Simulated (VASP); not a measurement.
# SiPbO2 (P6_3mc) in VASP: notebook

SiPbO2 is run at these levels: PBE; tasks: single point, relaxation of cell and atoms.

All numbers are computed with VASP 6.6.1; they aren't measurements. Logs are shortened: lines on timing, memory, paths and dates and some standing lists are left out, and cuts for length are marked.

**1. The cell of the first run**

It takes space group P6_3mc (No. 186, hexagonal). The conventional cell has a = 2.897 Å, b = 2.897 Å, c = 21.991 Å, α = 90.00°, β = 90.00°, γ = 120.00°. Within 2.5 Å of Si (site symmetry 3m) lie 6 O at 1.88 Å. Pb (site symmetry 3m) has 6 Pb at 2.90 Å within 3.8 Å. O (site symmetry 3m) has 3 Si at 1.88 Å and 3 O at 2.40 Å within 2.5 Å. Within 2.5 Å of O (site symmetry 3m) lie 3 Si at 1.88 Å and 3 O at 2.40 Å.

**2. Single point, PBE**

Contents of INCAR:

```
SYSTEM = SiPbO2
PREC     = Accurate       ! precision mode
ENCUT    = 520            ! plane-wave cutoff, eV
EDIFF    = 1E-7           ! SCF threshold, eV
ISMEAR   = 0              ! smearing method
SIGMA    = 0.1            ! smearing width, eV
LREAL    = .False.        ! projectors in reciprocal space
LASPH    = .True.         ! aspherical terms in the spheres
NELM     = 60             ! most SCF steps
ALGO     = Normal         ! electronic algorithm
ISIF     = 2              ! what is computed and relaxed
LWAVE    = .False.        ! write WAVECAR
LCHARG   = .True.         ! write CHGCAR
GGA      = PE             ! functional
LELF     = .True.         ! ELF
LVHAR    = .True.       
NBANDS   = 40             ! bands
```

Contents of KPOINTS:

```
Automatic mesh
0
Gamma
  12 12 2
  0 0 0
```

Contents of POSCAR:

```
SiPbO2
1.0
    2.8969326420      0.0000000000      0.0000000000
   -1.4484663210      2.5088172610      0.0000000000
    0.0000000000      0.0000000000     21.9905593293
Si Pb O
2 2 4
Direct
    0.6666666667      0.3333333333      0.0880193537
    0.3333333333      0.6666666667      0.5880193537
    0.6666666667      0.3333333333      0.3382312539
    0.3333333333      0.6666666667      0.8382312539
    0.3333333333      0.6666666667      0.1272781691
    0.0000000000      0.0000000000      0.0487593333
    0.6666666667      0.3333333333      0.6272781691
    0.0000000000      0.0000000000      0.5487593333
```

Potentials or basis: VASP PAW PBE potentials, release 64 (Si, Pb_d, O).

On the command line:

```sh
$ cat potpaw_PBE.64/Si/POTCAR potpaw_PBE.64/Pb_d/POTCAR potpaw_PBE.64/O/POTCAR > POTCAR
$ mpirun -np 1 vasp_std > vasp.out
```

OUTCAR:

```text
SYSTEM = SiPbO2
   PREC = Accurate
   ENCUT = 520
   EDIFF = 1E-7
   ISMEAR = 0
   LREAL = .False.
   LASPH = .True.
   NELM = 60
   ISIF = 2
   GGA = PE

 ion  position               nearest neighbor table
   1  0.667  0.333  0.088-   5 1.88   5 1.88   5 1.88   6 1.88   6 1.88   6 1.88
   2  0.333  0.667  0.588-   7 1.88   7 1.88   7 1.88   8 1.88   8 1.88   8 1.88
   3  0.667  0.333  0.338-
   4  0.333  0.667  0.838-
   5  0.333  0.667  0.127-   1 1.88   1 1.88   1 1.88
   6  0.000  0.000  0.049-   1 1.88   1 1.88   1 1.88
   7  0.667  0.333  0.627-   2 1.88   2 1.88   2 1.88
   8  0.000  0.000  0.549-   2 1.88   2 1.88   2 1.88

  LATTYP: Found a hexagonal cell.
 ALAT       =     2.8969326420
 C/A-ratio  =     7.5909805463

  Lattice vectors:

 A1 = (   2.8969326420,   0.0000000000,   0.0000000000)
 A2 = (  -1.4484663210,   2.5088172610,   0.0000000000)
 A3 = (   0.0000000000,   0.0000000000,  21.9905593293)

Analysis of symmetry for initial positions (statically):
=====================================================================
 Subroutine PRICEL returns:
 Original cell was already a primitive cell.

 Routine SETGRP: Setting up the symmetry group for a
 hexagonal supercell.

 Subroutine GETGRP returns: Found 12 space group operations
 (whereof  6 operations were pure point group operations)
 out of a pool of 24 trial point group operations.

The static configuration has the point symmetry C_3v.
 The point group associated with its full space group is C_6v.

Analysis of symmetry for dynamics (positions and initial velocities):
=====================================================================
 Subroutine PRICEL returns:
 Original cell was already a primitive cell.

 Routine SETGRP: Setting up the symmetry group for a
 hexagonal supercell.

 Subroutine GETGRP returns: Found 12 space group operations
 (whereof  6 operations were pure point group operations)
 out of a pool of 24 trial point group operations.

The dynamic configuration has the point symmetry C_3v.
 The point group associated with its full space group is C_6v.

 Subroutine INISYM returns: Found 12 space group operations
 (whereof  6 operations are pure point group operations),
 and found     1 'primitive' translations

----------------------------------------------------------------------------------------

                                     Primitive cell

  volume of cell :     159.8246

  direct lattice vectors                    reciprocal lattice vectors
     2.896932642  0.000000000  0.000000000     0.345192700  0.199297098  0.000000000
    -1.448466321  2.508817261  0.000000000     0.000000000  0.398594196  0.000000000
     0.000000000  0.000000000 21.990559329     0.000000000  0.000000000  0.045474059

  length of vectors
     2.896932642  2.896932642 21.990559329     0.398594196  0.398594196  0.045474059

  position of ions in fractional coordinates (direct lattice)
     0.666666667  0.333333333  0.088019354
     0.333333333  0.666666667  0.588019354
     0.666666667  0.333333333  0.338231254
     0.333333333  0.666666667  0.838231254
     0.333333333  0.666666667  0.127278169
     0.000000000  0.000000000  0.048759333
     0.666666667  0.333333333  0.627278169
     0.000000000  0.000000000  0.548759333

  ion indices of the primitive-cell ions
   primitive index   ion index
                 1           1
                 2           2
                 3           3
                 4           4
                 5           5
                 6           6
                 7           7
                 8           8

----------------------------------------------------------------------------------------

 KPOINTS: Automatic mesh

Automatic generation of k-mesh.
 Grid dimensions read from file:
 generate k-points for:   12   12    2

 Generating k-lattice:

  Cartesian coordinates                     Fractional coordinates (reciprocal lattice)
     0.028766058  0.016608092  0.000000000     0.083333333 -0.000000000  0.000000000
     0.000000000  0.033216183  0.000000000     0.000000000  0.083333333  0.000000000
     0.000000000  0.000000000  0.022737030     0.000000000  0.000000000  0.500000000

  Length of vectors
     0.033216183  0.033216183  0.022737030

  Shift w.r.t. Gamma in fractional coordinates (k-lattice)
     0.000000000  0.000000000  0.000000000

 Subroutine IBZKPT returns following result:
 ===========================================

 Found     38 irreducible k-points:

 Following reciprocal coordinates:
            Coordinates               Weight
  0.000000  0.000000  0.000000      1.000000
  0.083333 -0.000000  0.000000      6.000000
  0.166667 -0.000000  0.000000      6.000000
  0.250000 -0.000000  0.000000      6.000000
  0.333333  0.000000  0.000000      6.000000
  0.416667 -0.000000  0.000000      6.000000
[... 16 lines left out ...]
  0.250000 -0.000000  0.500000      6.000000
  0.333333  0.000000  0.500000      6.000000
 [... further k-points ...]
   k-points           NKPTS =     38   k-points in BZ     NKDIM =     38   number of bands    NBANDS=     40
   number of dos      NEDOS =    301   number of ions     NIONS =      8
   total plane-waves  NPLWV =  96768
   dimension x,y,z NGX =    24 NGY =   24 NGZ =  168
   dimension x,y,z NGXF=    48 NGYF=   48 NGZF=  336
   ions per type =               2   2   4
   NGX,Y,Z   is equivalent  to a cutoff of  13.77, 13.77, 12.70 a.u.
   NGXF,Y,Z  is equivalent  to a cutoff of  27.55, 27.55, 25.40 a.u.
 SYSTEM =  SiPbO2
   PREC   = accura    normal or accurate (medium, high low for compatibility)
   ISTART =      0    job   : 0-new  1-cont  2-samecut
   ICHARG =      2    charge: 1-file 2-atom 10-const
   ISPIN  =      1    spin polarized calculation?
   LNONCOLLINEAR =      F non collinear calculations
   LSORBIT =      F    spin-orbit coupling
   LASPH  =      T    aspherical Exc in radial PAW
   ENCUT  =  520.0 eV  38.22 Ry    6.18 a.u.   5.39  5.39 40.89*2*pi/ulx,y,z
   NELM   =     60;   NELMIN=  2; NELMDL= -5     # of ELM steps
   EDIFF  = 0.1E-06   stopping-criterion for ELM
   LREAL  =      F    real-space projection
   EDIFFG = 0.1E-05   stopping-criterion for IOM
   NSW    =      0    number of steps for IOM
   IBRION =     -1    ionic relax: 0-MD 1-quasi-New 2-CG
   NFREE  =      0    steps in history (QN), initial steepest desc. (CG)
   ISIF   =      2    stress and relaxation
   ISYM   =      2    0-nonsym 1-usesym 2-fastsym
   POTIM  = 0.5000    time-step for ionic-motion
   TEBEG  =    0.0;   TEEND  =   0.0 temperature during run
   PSTRESS=    0.0 pullay stress
   NELECT =      60.0000    total number of electrons
   NUPDOWN=      -1.0000    fix difference up-down
   EMIN   =  10.00;   EMAX   =-10.00  energy-range for DOS
   EFERMI =   0.00;   METHOD = LEGACY
   ISMEAR =     0;   SIGMA  =   0.10  broadening in eV -4-tet -1-fermi 0-gaus
   EFERMI_NEDOS =   21; number of points for ismear=-14 and -15
   IALGO  =     38    algorithm
   IMIX   =      4    mixing-type and parameters
     AMIX     =   0.40;   BMIX     =  1.00
     AMIX_MAG =   1.60;   BMIX_MAG =  1.00
  volume/ion in A,a.u.               =      19.98       134.82
  Fermi-wavevector in a.u.,A,eV,Ry     =   1.180984  2.231736 18.976361  1.394723
  Thomas-Fermi vector in A             =   2.317266
   LORBIT       =      0    0 simple, 1 ext, 2 COOP (PROOUT), +10 PAW based schemes
   GGA     = PE    functional components
   LHFCALC =     F    Hartree Fock is set to
   AEXX    =    0.0000 exact exchange contribution
   IVDW    =     0    specifies the selected vdW correction
   LEPSILON=     F    determine dielectric tensor
   LRPA    =     F    only Hartree local field effects (RPA)
 non-spin polarized calculation
 Gauss-broadening in eV      SIGMA  =   0.10
  energy-cutoff  :      520.00
  volume of cell :      159.82
 maximum number of plane-waves:      4402
 NGX is ok and might be reduce to    24
   NGX = 11   NGY = 11   NGZ = 81

 number of electron      59.9999994 magnetization

 Free energy of the ion-electron system (eV)
  ---------------------------------------------------
  ext. energy  EPLUGINS =         0.00000000
  ---------------------------------------------------
  free energy    TOTEN  =       -49.26813807 eV

  energy without entropy =      -49.24987984  energy(sigma->0) =      -49.25900896

 E-fermi :   5.1626     XC(G=0):  -8.4950

 val. band max:        5.1507148344   @ k =   0.3333   0.0000   0.0000
 cond. band min:       5.1883775832   @ k =   0.2500   0.1667   0.0000
 fundamental gap:      0.0376627487
 Fermi energy:         5.1625718072

 k-point     1 :       0.0000    0.0000    0.0000
  band No.  band energies     occupation
      1     -19.3785      2.00000
      2     -19.3784      2.00000
      3     -15.8953      2.00000
      4     -15.8952      2.00000
      5     -13.3265      2.00000
      6     -13.3265      2.00000
[... 32 lines left out ...]
     39      11.9613      0.00000
     40      11.9613      0.00000

 k-point     2 :       0.0833   -0.0000    0.0000
  band No.  band energies     occupation
      1     -19.2817      2.00000
      2     -19.2817      2.00000
      3     -15.8755      2.00000
      4     -15.8755      2.00000
      5     -13.2630      2.00000
      6     -13.2630      2.00000
[... 32 lines left out ...]
     39      11.7452      0.00000
     40      11.9855      0.00000

 k-point     3 :       0.1667   -0.0000    0.0000
  band No.  band energies     occupation
      1     -18.9993      2.00000
      2     -18.9992      2.00000
      3     -15.8309      2.00000
      4     -15.8308      2.00000
      5     -13.2342      2.00000
      6     -13.2342      2.00000
[... 32 lines left out ...]
     39      11.5085      0.00000
     40      12.1417      0.00000

 k-point     4 :       0.2500   -0.0000    0.0000
  band No.  band energies     occupation
      1     -18.5575      2.00000
      2     -18.5575      2.00000
      3     -15.8050      2.00000
      4     -15.8050      2.00000
      5     -13.3484      2.00000
      6     -13.3484      2.00000
[... 32 lines left out ...]
     39      10.7285      0.00000
     40      11.8241      0.00000
[... 772 lines left out ...]
     39      11.9690      0.00000
     40      11.9720      0.00000

 k-point    23 :       0.2500   -0.0000    0.5000
  band No.  band energies     occupation
      1     -18.5575      2.00000
      2     -18.5575      2.00000
      3     -15.8049      2.00000
      4     -15.8049      2.00000
      5     -13.3484      2.00000
      6     -13.3484      2.00000
[... 32 lines left out ...]
     39      11.1335      0.00000
     40      11.1335      0.00000

 k-point    24 :       0.3333    0.0000    0.5000
  band No.  band energies     occupation
      1     -18.0090      2.00000
      2     -18.0090      2.00000
      3     -15.8608      2.00000
      4     -15.8608      2.00000
      5     -13.4793      2.00000
      6     -13.4793      2.00000
[... 32 lines left out ...]
     39      12.0304      0.00000
     40      12.0304      0.00000

 [... further k-points ...]

------------------------ aborting loop because EDIFF is reached ----------------------------------------

  FORCE on cell =-STRESS in cart. coord.  units (eV):
  Direction    XX          YY          ZZ          XY          YZ          ZX
  --------------------------------------------------------------------------------------
  -------------------------------------------------------------------------------------
  Total        0.1819799      0.1819799     -0.0512671      0.0000000     -0.0000000      0.0000000
  in kB        1.8242751      1.8242751     -0.5139316      0.0000000     -0.0000000      0.0000000
  external PRESSURE =       1.0448728 kB  Pullay stress =       0.0000000 kB

 VOLUME and BASIS-vectors are now :
 -----------------------------------------------------------------------------
  energy-cutoff  :      520.00
  volume of cell :      159.82
      direct lattice vectors                 reciprocal lattice vectors
     2.896932642  0.000000000  0.000000000     0.345192700  0.199297098  0.000000000
    -1.448466321  2.508817261  0.000000000     0.000000000  0.398594196  0.000000000
     0.000000000  0.000000000 21.990559329     0.000000000  0.000000000  0.045474059

 POSITION                                       TOTAL-FORCE (eV/Angst)
 -----------------------------------------------------------------------------------
      1.44847      0.83627      1.93559        -0.000000     -0.000000     -0.000162
     -0.00000      1.67254     12.93087         0.000000     -0.000000     -0.000162
      1.44847      0.83627      7.43789         0.000000     -0.000000      0.000077
     -0.00000      1.67254     18.43317         0.000000     -0.000000      0.000077
     -0.00000      1.67254      2.79892        -0.000000     -0.000000      0.009752
      0.00000      0.00000      1.07225        -0.000000      0.000000     -0.009667
      1.44847      0.83627     13.79420        -0.000000      0.000000      0.009752
      0.00000      0.00000     12.06752         0.000000     -0.000000     -0.009667
 -----------------------------------------------------------------------------------
    total drift:                                0.000000      0.000000     -0.000384

  FREE ENERGIE OF THE ION-ELECTRON SYSTEM (eV)
  ---------------------------------------------------
  free  energy   TOTEN  =       -49.2681380722 eV

  energy  without entropy=      -49.2498798414  energy(sigma->0) =      -49.25900896
```

Run time: 5.8 min. Hardware: 1 thread of Intel Xeon Platinum 8259CL at 2.50GHz (Skylake/Cascade Lake), shared host; peak memory 0.44 GiB.

What came out:

```yaml
Free_energy: -49.2681 eV
Pressure: 0.1 GPa
Largest_force: 0.010 eV/Å
Band_gap_on_the_k_mesh: zero (bands 30 and 31 overlap by 2.05 eV)
```

Forces in eV/Å, atoms in the order of the input:
```
Si   0.000  0.000  0.000
Si   0.000  0.000  0.000
Pb   0.000  0.000  0.000
Pb   0.000  0.000  0.000
O    0.000  0.000  0.010
O    0.000  0.000 -0.010
O    0.000  0.000  0.010
O    0.000  0.000 -0.010
```

Stress tensor (GPa, compression positive):
```
 0.18  0.00  0.00
 0.00  0.18  0.00
 0.00  0.00 -0.05
```

Caveat: spin-orbit coupling is left out, which moves the levels of the heavy elements.

**3. Relaxation of cell and atoms, PBE**

This run uses another cell than the first one, of 18.95 Å³/atom.

Contents of INCAR:

```
SYSTEM = SiPbO2
PREC     = Accurate       ! precision mode
ENCUT    = 600            ! plane-wave cutoff, eV
EDIFF    = 1E-6           ! SCF threshold, eV
ISMEAR   = 0              ! smearing method
SIGMA    = 0.1            ! smearing width, eV
LREAL    = .False.        ! projectors in reciprocal space
LASPH    = .True.         ! aspherical terms in the spheres
NELM     = 60             ! most SCF steps
ALGO     = Normal         ! electronic algorithm
ISIF     = 3              ! what is computed and relaxed
LWAVE    = .False.        ! write WAVECAR
LCHARG   = .False.        ! write CHGCAR
GGA      = PE             ! functional
IBRION   = 2              ! ionic algorithm
NSW      = 100            ! ionic steps
EDIFFG   = -0.01          ! ionic threshold
```

KPOINTS is that of step 2.

Contents of POSCAR:

```
SiPbO2
1.0
    2.8864455325      0.0000000000      0.0000000000
   -1.4432227663      2.4997351578      0.0000000000
    0.0000000000      0.0000000000     21.0061465788
Si Pb O
2 2 4
Direct
    0.6666666667      0.3333333333      0.0879799825
    0.3333333333      0.6666666667      0.5879799825
    0.6666666667      0.3333333333      0.3383535719
    0.3333333333      0.6666666667      0.8383535719
    0.3333333333      0.6666666667      0.1290842649
    0.0000000000      0.0000000000      0.0468702907
    0.6666666667      0.3333333333      0.6290842649
    0.0000000000      0.0000000000      0.5468702907
```

Potentials or basis: VASP PAW PBE potentials, release 64 (Si, Pb_d, O).

On the command line:

```sh
$ cat potpaw_PBE.64/Si/POTCAR potpaw_PBE.64/Pb_d/POTCAR potpaw_PBE.64/O/POTCAR > POTCAR
$ mpirun -np 1 vasp_std > vasp.out
```

It took 12 min on 1 thread of Intel Xeon Platinum 8259CL at 2.50GHz (Skylake/Cascade Lake), shared host; peak memory 0.45 GiB.

The run converged. Its results:

* Free energy: -49.2737 eV
* Relaxed volume: 19.10 Å³/atom
* Relaxed cell: a = 2.898 Å, b = 2.898 Å, c = 21.003 Å, α = 90.00°, β = 90.00°, γ = 120.00°
* Space group after relaxing (to 0.1 Å): P6_3mc (No. 186)
* Energy gained by relaxing: 0.6 meV/atom
* Ionic steps: 4
* Pressure after relaxing: 0.0 GPa
* Band gap on the k mesh: zero (bands 30 and 31 overlap by 2.05 eV)

The path:
| step | energy change (eV) | largest force (eV/Å) | pressure (GPa) | volume (Å³) |
| --- | --- | --- | --- | --- |
| 1 | 0.0000 | 0.0574 | 0.93 | 151.57 |
| 2 | -0.0002 | 0.1296 | -0.91 | 154.00 |
| 3 | -0.0048 | 0.0400 | -0.02 | 152.79 |
| 4 | -0.0050 | 0.0012 | 0.00 | 152.79 |

Final structure:
```
Si Pb O
1.0
     2.89827    0.00000    0.00000
    -1.44913    2.50997    0.00000
     0.00000    0.00000   21.00348
Si Pb O
2 2 4
Direct
  0.66667 0.33333 0.08798
  0.33333 0.66667 0.58798
  0.66667 0.33333 0.33835
  0.33333 0.66667 0.83835
  0.33333 0.66667 0.12907
  0.00000 0.00000 0.04688
  0.66667 0.33333 0.62907
  0.00000 0.00000 0.54688
```

Levels at points of the mesh, in eV from the Fermi level:
```csv
k point,band 27,band 28,band 29,band 30,band 31,band 32,band 33,band 34
"(0.00, 0.00, 0.00)",-5.19,-5.14,-3.63,-3.54,-0.28,-0.15,2.22,2.31
"(0.50, 0.00, 0.00)",-5.28,-5.26,-5.17,-5.15,1.59,1.62,1.94,1.97
"(0.00, 0.00, 0.50)",-5.16,-5.16,-3.59,-3.59,-0.22,-0.22,2.27,2.27
"(0.50, 0.00, 0.50)",-5.27,-5.27,-5.16,-5.16,1.61,1.61,1.95,1.95
```

Caveat: spin-orbit coupling is left out, which moves the levels of the heavy elements.

The gap in the log of VASP goes by the Fermi energy; the results here count the filled bands.